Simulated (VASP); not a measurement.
# BP (I-4m2) in VASP: notebook

BP is run at these levels: r2SCAN, HSE06; tasks: single point.

Program: VASP 6.6.1. These are calculated values, not measurements. Logs are shortened: lines on timing, memory, paths and dates and some standing lists are left out, and cuts for length are marked.

### 1 The cell of the first run

It takes space group I-4m2 (No. 119, tetragonal). The conventional cell has a = 3.208 Å, b = 3.208 Å, c = 4.582 Å, α = 90.00°, β = 90.00°, γ = 90.00°. B (site symmetry -4m2) has 4 P at 1.97 Å within 2.6 Å. Within 2.6 Å of P (site symmetry -4m2) lie 4 B at 1.97 Å.

### 2 Single point, r2SCAN (uniaxial z strain +1.0%)

POSCAR

```
BP
1.0
    0.0000000000      2.2683156689      2.2909988256
    2.2683156689      0.0000000000      2.2909988256
    2.2683156689      2.2683156689      0.0000000000
B P
1 1
Direct
    0.0000000000      0.0000000000      0.0000000000
    0.2500000000      0.2500000000      0.2500000000
```

INCAR.step1

```
PREC     = Accurate       # precision mode
ENCUT    = 520            # plane-wave cutoff, eV
ISMEAR   = 0              # smearing method
SIGMA    = 0.01           # smearing width, eV
LREAL    = F              # projectors in reciprocal space
LASPH    = T              # aspherical terms in the spheres
NELM     = 100            # most SCF steps
NBANDS   = 11             # bands
GGA      = PE             # functional
ALGO     = Normal         # electronic algorithm
EDIFF    = 1E-4           # SCF threshold, eV
LWAVE    = T              # write WAVECAR
LCHARG   = F              # write CHGCAR
```

INCAR.step2

```
PREC     = Accurate       # precision mode
ENCUT    = 520            # plane-wave cutoff, eV
EDIFF    = 1E-7           # SCF threshold, eV
ISMEAR   = 0              # smearing method
SIGMA    = 0.01           # smearing width, eV
LREAL    = F              # projectors in reciprocal space
LASPH    = T              # aspherical terms in the spheres
NELM     = 100            # most SCF steps
ALGO     = Normal         # electronic algorithm
ISIF     = 2              # what is computed and relaxed
LWAVE    = F              # write WAVECAR
LCHARG   = F              # write CHGCAR
METAGGA  = R2SCAN         # meta-GGA
LMIXTAU  = T            
NBANDS   = 11             # bands
ISTART   = 1
```

KPOINTS

```
regular mesh
0
Gamma
  10 10 10
```

Potentials or basis: VASP PAW PBE potentials, release 64 (B, P).

Launch:

```sh
$ cat potpaw_PBE.64/B/POTCAR potpaw_PBE.64/P/POTCAR > POTCAR
$ cp INCAR.step1 INCAR
$ mpirun -np 1 vasp_std > vasp.out
$ cp INCAR.step2 INCAR
$ mpirun -np 1 vasp_std > vasp.out
```

OUTCAR:

```text
PREC = Accurate
   ENCUT = 520
   EDIFF = 1E-7
   ISMEAR = 0
   LREAL = F
   LASPH = T
   NELM = 100
   ISIF = 2
   METAGGA = R2SCAN
   ISTART = 1

 ion  position               nearest neighbor table
   1  0.000  0.000  0.000-   2 1.97   2 1.97   2 1.97   2 1.97
   2  0.250  0.250  0.250-   1 1.97   1 1.97   1 1.97   1 1.97

  LATTYP: Found a body centered tetragonal cell.
 ALAT       =     3.2078827827
 C/A-ratio  =     1.4283556980

  Lattice vectors:

 A1 = (  -2.2683156689,   0.0000000000,   2.2909988256)
 A2 = (   2.2683156689,   0.0000000000,   2.2909988256)
 A3 = (   0.0000000000,   2.2683156689,  -2.2909988256)

Analysis of symmetry for initial positions (statically):
=====================================================================
 Subroutine PRICEL returns:
 Original cell was already a primitive cell.

 Routine SETGRP: Setting up the symmetry group for a
 body centered tetragonal supercell.

 Subroutine GETGRP returns: Found  8 space group operations
 (whereof  8 operations were pure point group operations)
 out of a pool of 16 trial point group operations.

The static configuration has the point symmetry D_2d.

Analysis of symmetry for dynamics (positions and initial velocities):
=====================================================================
 Subroutine PRICEL returns:
 Original cell was already a primitive cell.

 Routine SETGRP: Setting up the symmetry group for a
 body centered tetragonal supercell.

 Subroutine GETGRP returns: Found  8 space group operations
 (whereof  8 operations were pure point group operations)
 out of a pool of 16 trial point group operations.

The dynamic configuration has the point symmetry D_2d.

 Subroutine INISYM returns: Found  8 space group operations
 (whereof  8 operations are pure point group operations),
 and found     1 'primitive' translations

----------------------------------------------------------------------------------------

                                     Primitive cell

  volume of cell :      23.5756

  direct lattice vectors                    reciprocal lattice vectors
     0.000000000  2.268315669  2.290998826    -0.220427874  0.220427874  0.218245420
     2.268315669  0.000000000  2.290998826     0.220427874 -0.220427874  0.218245420
     2.268315669  2.268315669  0.000000000     0.220427874  0.220427874 -0.218245420

  length of vectors
     3.223962095  3.223962095  3.207882783     0.380536409  0.380536409  0.380536409

[... 81 lines left out ...]
   LREAL  =      F    real-space projection
   EDIFFG = 0.1E-05   stopping-criterion for IOM
   NSW    =      0    number of steps for IOM
   IBRION =     -1    ionic relax: 0-MD 1-quasi-New 2-CG
   NFREE  =      0    steps in history (QN), initial steepest desc. (CG)
   ISIF   =      2    stress and relaxation
   ISYM   =      2    0-nonsym 1-usesym 2-fastsym
   POTIM  = 0.5000    time-step for ionic-motion
   TEBEG  =    0.0;   TEEND  =   0.0 temperature during run
   PSTRESS=    0.0 pullay stress
   NELECT =       8.0000    total number of electrons
   NUPDOWN=      -1.0000    fix difference up-down
   EMIN   =  10.00;   EMAX   =-10.00  energy-range for DOS
   EFERMI =   0.00;   METHOD = LEGACY
   ISMEAR =     0;   SIGMA  =   0.01  broadening in eV -4-tet -1-fermi 0-gaus
   EFERMI_NEDOS =   21; number of points for ismear=-14 and -15
   IALGO  =     38    algorithm
   IMIX   =      4    mixing-type and parameters
     AMIX     =   0.40;   BMIX     =  1.00
     AMIX_MAG =   1.60;   BMIX_MAG =  1.00
  volume/ion in A,a.u.               =      11.79        79.55
  Fermi-wavevector in a.u.,A,eV,Ry     =   1.141872  2.157826 17.740261  1.303872
  Thomas-Fermi vector in A             =   2.278572
   LORBIT       =      0    0 simple, 1 ext, 2 COOP (PROOUT), +10 PAW based schemes
   METAGGA = R2SCAN    functional components
   LHFCALC =     F    Hartree Fock is set to
   AEXX    =    0.0000 exact exchange contribution
   IVDW    =     0    specifies the selected vdW correction
   LEPSILON=     F    determine dielectric tensor
   LRPA    =     F    only Hartree local field effects (RPA)
 non-spin polarized calculation
 Gauss-broadening in eV      SIGMA  =   0.01
  energy-cutoff  :      520.00
  volume of cell :       23.58
 maximum number of plane-waves:       646
   NGX = 11   NGY = 11   NGZ = 11

 number of electron       8.0000000 magnetization

 Free energy of the ion-electron system (eV)
  ---------------------------------------------------
  ext. energy  EPLUGINS =         0.00000000
  ---------------------------------------------------
  free energy    TOTEN  =       -17.30811424 eV

  energy without entropy =      -17.30811424  energy(sigma->0) =      -17.30811424

 E-fermi :   7.4098     XC(G=0): -11.4600

 val. band max:        7.3165504483   @ k =   0.0000   0.0000   0.0000
 cond. band min:       8.6960504475   @ k =   0.4000   0.0000   0.4000
 fundamental gap:      1.3794999992
 Fermi energy:         7.4097596332

 k-point     1 :       0.0000    0.0000    0.0000
  band No.  band energies     occupation
      1      -8.8943      2.00000
      2       7.2120      2.00000
      3       7.3166      2.00000
      4       7.3166      2.00000
      5      10.8888      0.00000
      6      10.8888      0.00000
      7      10.9499      0.00000
      8      15.1453      0.00000
      9      19.6169      0.00000
     10      19.7661      0.00000
     11      20.0399      0.00000
[... 309 lines left out ...]
 k-point    24 :       0.4000    0.3000    0.0000
  band No.  band energies     occupation
      1      -5.8583      2.00000
      2       0.7238      2.00000
      3       3.0897      2.00000
      4       3.6653      2.00000
      5       9.4170      0.00000
      6      11.2977      0.00000
      7      17.3555      0.00000
      8      17.3858      0.00000
      9      22.1274      0.00000
     10      23.3027      0.00000
     11      25.2202      0.00000

 [... further k-points ...]
[... 5 lines left out ...]
  --------------------------------------------------------------------------------------
  -------------------------------------------------------------------------------------
  Total       -0.1762252     -0.1762252     -0.6014649      0.0000000      0.0000000      0.0000000
  in kB      -11.9761381    -11.9761381    -40.8751155      0.0000000      0.0000000      0.0000000
  external PRESSURE =     -21.6091306 kB  Pullay stress =       0.0000000 kB

 VOLUME and BASIS-vectors are now :
 -----------------------------------------------------------------------------
  energy-cutoff  :      520.00
  volume of cell :       23.58
      direct lattice vectors                 reciprocal lattice vectors
     0.000000000  2.268315669  2.290998826    -0.220427874  0.220427874  0.218245420
     2.268315669  0.000000000  2.290998826     0.220427874 -0.220427874  0.218245420
     2.268315669  2.268315669  0.000000000     0.220427874  0.220427874 -0.218245420

 POSITION                                       TOTAL-FORCE (eV/Angst)
 -----------------------------------------------------------------------------------
      0.00000      0.00000      0.00000        -0.000000     -0.000000      0.000000
      1.13416      1.13416      1.14550         0.000000      0.000000     -0.000000
 -----------------------------------------------------------------------------------
    total drift:                                0.000000      0.000000      0.000000

  FREE ENERGIE OF THE ION-ELECTRON SYSTEM (eV)
  ---------------------------------------------------
  free  energy   TOTEN  =       -17.3081142402 eV

  energy  without entropy=      -17.3081142402  energy(sigma->0) =      -17.30811424
```

OUTCAR.step1:

```text
PREC = Accurate
   ENCUT = 520
   ISMEAR = 0
   LREAL = F
   LASPH = T
[... 557 lines left out ...]
 -----------------------------------------------------------------------------------
      0.00000      0.00000      0.00000         0.000000      0.000000      0.000000
      1.13416      1.13416      1.14550        -0.000000     -0.000000     -0.000000
 -----------------------------------------------------------------------------------
    total drift:                                0.000000      0.000000      0.000000

  FREE ENERGIE OF THE ION-ELECTRON SYSTEM (eV)
  ---------------------------------------------------
  free  energy   TOTEN  =       -12.9294867162 eV

  energy  without entropy=      -12.9294867162  energy(sigma->0) =      -12.92948672
```

OSZICAR.step1:

```text
N       E                     dE             d eps       ncg     rms          rms(c)
DAV:   1     0.915622645175E+01    0.91562E+01   -0.38743E+03  2244   0.651E+02
DAV:   2    -0.129859430573E+02   -0.22142E+02   -0.21268E+02  3075   0.108E+02
DAV:   3    -0.136153293736E+02   -0.62939E+00   -0.62749E+00  2866   0.159E+01
DAV:   4    -0.136177443004E+02   -0.24149E-02   -0.24146E-02  2594   0.113E+00
DAV:   5    -0.136177571711E+02   -0.12871E-04   -0.12871E-04  2738   0.825E-02    0.711E+00
DAV:   6    -0.130247152369E+02    0.59304E+00   -0.13652E+00  2541   0.502E+00    0.383E+00
DAV:   7    -0.129366727320E+02    0.88043E-01   -0.22421E-01  2808   0.236E+00    0.132E+00
DAV:   8    -0.129289533238E+02    0.77194E-02   -0.26200E-02  2647   0.922E-01    0.190E-01
DAV:   9    -0.129292792349E+02   -0.32591E-03   -0.71569E-04  2648   0.180E-01    0.120E-01
DAV:  10    -0.129294761686E+02   -0.19693E-03   -0.24822E-04  2533   0.989E-02    0.279E-02
DAV:  11    -0.129294867162E+02   -0.10548E-04   -0.10837E-05  1329   0.222E-02
   1 F= -.12929487E+02 E0= -.12929487E+02  d E =-.103015E-50
```

Wall time 32 s (1 thread of Intel Xeon 6975P-C (Granite Rapids), shared host); peak memory 0.15 GiB.

Results:

* Free energy: -17.3081 eV
* Pressure: -2.2 GPa
* Band gap on the k mesh: 1.38 eV, indirect (least direct gap 3.57 eV)

Stress tensor (GPa, compression positive):
```
-1.20  0.00  0.00
 0.00 -1.20  0.00
 0.00  0.00 -4.09
```

Caveat: the cell differs from its parent crystal (uniaxial z strain +1.0%); the PAW data sets were made with another functional, which shifts forces and pressure a little.

### 3 Single point, r2SCAN (uniaxial z strain +2.0%)

POSCAR

```
BP
1.0
    0.0000000000      2.2683156689      2.3136819823
    2.2683156689      0.0000000000      2.3136819823
    2.2683156689      2.2683156689      0.0000000000
B P
1 1
Direct
    0.0000000000      0.0000000000      0.0000000000
    0.2500000000      0.2500000000      0.2500000000
```

INCAR.step1

```
ALGO = Normal
EDIFF = 1E-4
ENCUT = 520
GGA = PE
ISMEAR = 0
LASPH = True
LCHARG = False
LREAL = False
LWAVE = True
NBANDS = 11
NELM = 100
PREC = Accurate
SIGMA = 0.01
```

INCAR.step2

```
ALGO = Normal
EDIFF = 1E-7
ENCUT = 520
ISIF = 2
ISMEAR = 0
ISTART = 1
LASPH = True
LCHARG = False
LMIXTAU = True
LREAL = False
LWAVE = False
METAGGA = R2SCAN
NBANDS = 11
NELM = 100
PREC = Accurate
SIGMA = 0.01
```

KPOINTS

```
k-points
0
Gamma
  10 10 10
```

Potentials or basis: VASP PAW PBE potentials, release 64 (B, P).

Launch:

```sh
$ cat potpaw_PBE.64/B/POTCAR potpaw_PBE.64/P/POTCAR > POTCAR
$ cp INCAR.step1 INCAR
$ mpirun -np 1 vasp_std > vasp.out
$ cp INCAR.step2 INCAR
$ mpirun -np 1 vasp_std > vasp.out
```

Run time: 33 s. Hardware: 1 thread of Intel Xeon 6975P-C (Granite Rapids), shared host; peak memory 0.15 GiB.

Results (log left out):

```yaml
Free_energy: -17.2998 eV
Pressure: -3.7 GPa
Band_gap_on_the_k_mesh: 1.31 eV, indirect (least direct gap 3.50 eV)
```

Stress tensor (GPa, compression positive):
```
-1.81  0.00  0.00
 0.00 -1.81  0.00
 0.00  0.00 -7.58
```

Levels at points of the mesh, in eV from the valence-band top:
| k point | band 2 | band 3 | band 4 | band 5 | band 6 | band 7 |
| --- | --- | --- | --- | --- | --- | --- |
| (0.00, 0.00, 0.00) | -0.21 | 0.00 | 0.00 | 3.50 | 3.50 | 3.63 |
| (0.50, 0.00, 0.00) | -9.43 | -2.04 | -1.78 | 3.89 | 4.91 | 5.05 |
| (0.50, 0.50, 0.00) | -9.21 | -4.20 | -4.20 | 1.66 | 2.05 | 12.81 |
| (0.50, 0.00, 0.50) | -9.04 | -4.43 | -4.39 | 1.43 | 1.76 | 12.57 |

Caveat: the cell differs from its parent crystal (uniaxial z strain +2.0%); the PAW data sets were made with another functional, which shifts forces and pressure a little. A k mesh can miss the band edges.

### 4 Single point, r2SCAN (uniaxial z strain +3.0%)

POSCAR

```
BP
1.0
    0.0000000000      2.2683156689      2.3363651390
    2.2683156689      0.0000000000      2.3363651390
    2.2683156689      2.2683156689      0.0000000000
B P
1 1
Direct
    0.0000000000      0.0000000000      0.0000000000
    0.2500000000      0.2500000000      0.2500000000
```

INCAR.step1

```
SYSTEM = BP
  ALGO = Normal
  EDIFF = 1E-4
  ENCUT = 520
  GGA = PE
  ISMEAR = 0
  LASPH = .TRUE.
  LCHARG = .FALSE.
  LREAL = .FALSE.
  LWAVE = .TRUE.
  NBANDS = 11
  NELM = 80
  PREC = Accurate
  SIGMA = 0.01
```

INCAR.step2

```
SYSTEM = BP
  ALGO = Normal
  EDIFF = 1E-7
  ENCUT = 520
  ISIF = 2
  ISMEAR = 0
  ISTART = 1
  LASPH = .TRUE.
  LCHARG = .TRUE.
  LELF = .TRUE.
  LMIXTAU = .TRUE.
  LREAL = .FALSE.
  LVHAR = .TRUE.
  LWAVE = .FALSE.
  METAGGA = R2SCAN
  NBANDS = 11
  NELM = 80
  PREC = Accurate
  SIGMA = 0.01
```

KPOINTS

```
k-points
0
G
  10 10 10
  0 0 0
```

Launch:

```sh
$ cat potpaw_PBE.64/B/POTCAR potpaw_PBE.64/P/POTCAR > POTCAR
$ cp INCAR.step1 INCAR
$ mpirun -np 1 vasp_std > vasp.out
$ cp INCAR.step2 INCAR
$ mpirun -np 1 vasp_std > vasp.out
```

Run time: 37 s. Hardware: 1 thread of Intel Xeon 6975P-C (Granite Rapids), shared host; peak memory 0.15 GiB.

It converged, with:

```
Free energy            : -17.2864 eV
Pressure               : -5.2 GPa
Band gap on the k mesh : 1.25 eV, indirect (least direct gap 3.44 eV)
```

Stress tensor (GPa, compression positive):
```
 -2.34   0.00   0.00
  0.00  -2.34   0.00
  0.00   0.00 -10.99
```

Levels at points of the mesh, in eV from the valence-band top:
```
           k point  band 2  band 3  band 4  band 5  band 6  band 7
(0.00, 0.00, 0.00)   -0.31    0.00    0.00    3.44    3.44    3.62
(0.50, 0.00, 0.00)   -9.39   -2.13   -1.73    3.73    4.89    5.05
(0.50, 0.50, 0.00)   -9.25   -4.13   -4.13    1.72    2.12   12.68
(0.50, 0.00, 0.50)   -8.99   -4.47   -4.41    1.38    1.69   12.32
```

Caveat: the cell differs from its parent crystal (uniaxial z strain +3.0%); the PAW data sets were made with another functional, which shifts forces and pressure a little.

### 5 Single point, HSE06 (uniaxial z strain -2.0%)

POSCAR

```
BP
1.0
    0.0000000000      2.2683156689      2.2229493555
    2.2683156689      0.0000000000      2.2229493555
    2.2683156689      2.2683156689      0.0000000000
B P
1 1
Direct
    0.0000000000      0.0000000000      0.0000000000
    0.2500000000      0.2500000000      0.2500000000
```

INCAR.step1

```
SYSTEM = BP
ALGO = Normal ; EDIFF = 1E-5
ENCUT = 520 ; GGA = PE
ISIF = 2 ; ISMEAR = 0
LASPH = .True. ; LCHARG = .False.
LREAL = .False. ; LWAVE = .True.
NBANDS = 11 ; NELM = 60
PREC = Accurate ; SIGMA = 0.01
```

INCAR.step2

```
SYSTEM = BP
ALGO = Normal ; EDIFF = 1E-6
ENCUT = 520 ; GGA = PE
HFSCREEN = 0.2079 ; ISIF = 2
ISMEAR = 0 ; ISTART = 1
LASPH = .True. ; LCHARG = .False.
LHFCALC = .True. ; LREAL = .False.
LWAVE = .False. ; NBANDS = 11
NELM = 60 ; PREC = Accurate
PRECFOCK = Normal ; SIGMA = 0.01
```

KPOINTS

```
k-points
0
Gamma
  6 6 6
  0 0 0
```

Launch:

```sh
$ cat potpaw_PBE.64/B/POTCAR potpaw_PBE.64/P/POTCAR > POTCAR
$ cp INCAR.step1 INCAR
$ mpirun -np 1 vasp_std > vasp.out
$ cp INCAR.step2 INCAR
$ mpirun -np 1 vasp_std > vasp.out
```

It took 17 min on 1 thread of AMD EPYC 7R13, shared host; peak memory 0.21 GiB.

The run converged. Its results:

- Free energy: -14.8189 eV
- Pressure: 1.6 GPa
- Band gap on the k mesh: 1.73 eV, indirect (least direct gap 4.16 eV)

Stress tensor (GPa, compression positive):
```
-0.28  0.00  0.00
 0.00 -0.28  0.00
 0.00  0.00  5.42
```

Levels at points of the mesh, in eV from the valence-band top:
```csv
k point,band 1,band 2,band 3,band 4,band 5,band 6,band 7,band 8,band 9
"(0.00, 0.00, 0.00)",-17.43,-0.21,-0.21,0.00,4.16,4.27,4.27,8.88,12.62
"(0.50, 0.00, 0.00)",-13.68,-10.30,-2.24,-1.96,4.67,5.48,5.78,11.30,15.96
"(0.50, 0.50, 0.00)",-11.78,-9.70,-4.90,-4.90,1.72,2.05,13.88,13.88,17.24
"(0.50, 0.00, 0.50)",-11.99,-9.89,-4.69,-4.64,1.96,2.35,13.66,14.13,16.95
```

Caveat: the cell differs from its parent crystal (uniaxial z strain -2.0%); the PAW data sets were made with another functional, which shifts forces and pressure a little. A k mesh can miss the band edges.

### 6 Overview

| level | cell | k mesh | grid for exact exchange (PRECFOCK) | screening parameter | gap on the mesh (eV) | pressure (GPa) |
| --- | --- | --- | --- | --- | --- | --- |
| r2SCAN | a = 3.224, b = 3.224, c = 3.208 Å, angles 60.2, 60.2, 59.7°, 2 atoms | 10 × 10 × 10 | - | - | 1.38 | -2.2 |
| r2SCAN | a = 3.240, b = 3.240, c = 3.208 Å, angles 60.3, 60.3, 59.3°, 2 atoms | 10 × 10 × 10 | - | - | 1.31 | -3.7 |
| r2SCAN | a = 3.256, b = 3.256, c = 3.208 Å, angles 60.5, 60.5, 59.0°, 2 atoms | 10 × 10 × 10 | - | - | 1.25 | -5.2 |
| HSE06 | a = 3.176, b = 3.176, c = 3.208 Å, angles 59.7, 59.7, 60.7°, 2 atoms | 6 × 6 × 6 | Normal | 0.2079 1/Å | 1.73 | 1.6 |

Alike in all rows: task single point; potentials or basis VASP PAW PBE potentials, release 64 (B, P); no spin polarisation; cutoff (eV) 520; smearing gaussian 0.01 eV.

Caveats: the PAW data sets were made with another functional, which shifts forces and pressure a little.

Total energies depend on the potentials used, so only differences within one code and one set of settings carry meaning.
